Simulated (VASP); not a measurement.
Set up this calculation in VASP 6.6.1, as the native input.

```yaml
Task: single point
Functional: PBEsol
Potentials_or_basis: VASP PAW PBE potentials, release 64 (Ge_d)
Cutoff: 520 eV
k_mesh: 10 × 10 × 10
Occupations: gaussian, width 0.15 eV
Spin: no spin polarisation
Dipole_correction: no
Further_INCAR_settings: ALGO = Normal; EDIFF = 1e-06; NBANDS = 21
```

The structure of Ge lies in POSCAR:

```
Ge
1.0
    0.0014687355      2.8369202861      2.8364036693
    2.8377440325      0.0003295389      2.8375428659
    2.8393936564      2.8397091067     -0.0013200850
Ge
2
Direct
    0.5001401865      0.5000315153      0.4998340823
    0.7498598135      0.7499684847      0.7501659177
```

This cell differs from its parent crystal: all atoms moved at random, sigma 0.25 Å a component, then relaxed in part.

These files were run (other wordings do the same):

INCAR

```
SYSTEM = Ge
  ALGO = Normal
  EDIFF = 1E-6
  ENCUT = 520
  GGA = PS
  ISIF = 2
  ISMEAR = 0
  LASPH = .True.
  LCHARG = .False.
  LREAL = .False.
  LWAVE = .False.
  NBANDS = 21
  NELM = 60
  PREC = Accurate
  SIGMA = 0.15
```

KPOINTS

```
k-points
0
Gamma
  10 10 10
  0 0 0
```

Potentials or basis: VASP PAW PBE potentials, release 64 (Ge_d).

Launch:

```sh
$ cat potpaw_PBE.64/Ge_d/POTCAR > POTCAR
$ mpirun -np 1 vasp_std > vasp.out
```

Results of the run:

```json
{"Pressure": "-0.4 GPa"}
```

Caveat: the cell differs from its parent crystal (all atoms moved at random, sigma 0.25 Å a component, then relaxed in part); the PAW data sets were made with another functional, which shifts forces and pressure a little.

Run time: 5.1 min on 1 thread of Intel(R) Xeon(R) Platinum 8259CL CPU @ 2.50GHz (Skylake/Cascade Lake) (shared host), peak memory 0.46 GiB.
